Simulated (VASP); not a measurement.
A run of VASP 6.6.1 is set up as follows.

INCAR

```
ALGO = Normal
EDIFF = 1E-8
ENCUT = 400
GGA = CA
GGA_COMPAT = F
ISIF = 2
ISMEAR = -1
LASPH = T
LCHARG = F
LEFG = T
LREAL = F
LWAVE = F
NBANDS = 15
NELM = 120
PREC = Accurate
SIGMA = 0.01
```

KPOINTS

```
k-points
0
Gamma
  7 7 7
```

File POSCAR:

```
CsI
1.0
    4.5667000000      0.0228335000      0.0228335000
    0.0228335000      4.5667000000      0.0228335000
    0.0228335000      0.0228335000      4.5667000000
Cs I
1 1
Direct
    0.0000000000      0.0000000000      0.0000000000
    0.5000000000      0.5000000000      0.5000000000
```

Potentials or basis: VASP PAW LDA potentials, release 64 (Cs_sv, I).

The run is started by

```bash
$ cat potpaw_LDA.64/Cs_sv/POTCAR potpaw_LDA.64/I/POTCAR > POTCAR
$ mpirun -np 1 vasp_std > vasp.out
```

Problem. Predict the band gap on the k mesh.

Solution. 3.56 eV (least direct gap 3.63 eV).

Problem. Predict the pressure.

Solution. -1.4 GPa.

Electric field gradients, principal values (V/Å²):
| atom | least | middle | greatest (by size) |
| --- | --- | --- | --- |
| 1 Cs | -2.929 | -2.929 | 5.859 |
| 2 I | -1.122 | -1.122 | 2.243 |

Caveat: the cell differs from its parent crystal (equal xy, yz and zx shear strains of +1 %); without QUAD_EFG the Cq values of the log hold for a quadrupole moment of 1 mb, not for the nuclei; spin-orbit coupling is left out, which moves the levels of the heavy elements; an odd mesh through Γ misses points on the zone boundary, where band edges can lie.
